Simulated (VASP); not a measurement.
Input of a VASP 6.6.1 run:

Contents of INCAR:

```
SYSTEM = CaMgSc3
PREC = Accurate ; ENCUT = 520
EDIFF = 1E-6 ; ISMEAR = 0
SIGMA = 0.1 ; LREAL = .False.
LASPH = .True. ; NELM = 100
ALGO = Fast ; ISIF = 2
LWAVE = .False. ; LCHARG = .True.
GGA = PE ; LELF = .True.
LVHAR = .True. ; NBANDS = 30
```

The input KPOINTS:

```
regular mesh
0
Gamma
  8 8 8
  0 0 0
```

File POSCAR:

```
CaMgSc3
1.0
    5.3863456724      0.0000000000      0.0000000000
    0.0000000000      5.3863456724      0.0000000000
    0.0000000000      0.0000000000      5.3863456724
Ca Mg Sc
1 1 3
Direct
    0.5000000000      0.5000000000      0.5000000000
    0.0000000000      0.0000000000      0.0000000000
    0.5000000000      0.0000000000      0.0000000000
    0.0000000000      0.5000000000      0.0000000000
    0.0000000000      0.0000000000      0.5000000000
```

Potentials or basis: VASP PAW PBE potentials, release 64 (Ca_sv, Mg, Sc_sv).

Command:

```sh
$ cat potpaw_PBE.64/Ca_sv/POTCAR potpaw_PBE.64/Mg/POTCAR potpaw_PBE.64/Sc_sv/POTCAR > POTCAR
$ mpirun -np 1 vasp_std > vasp.out
```

(1) Estimate the pressure.

(2) What does it give for the band gap on the k mesh?

Results:

(1) 0.2 GPa.

(2) zero (an odd number of electrons rules out a gap without spin polarisation).
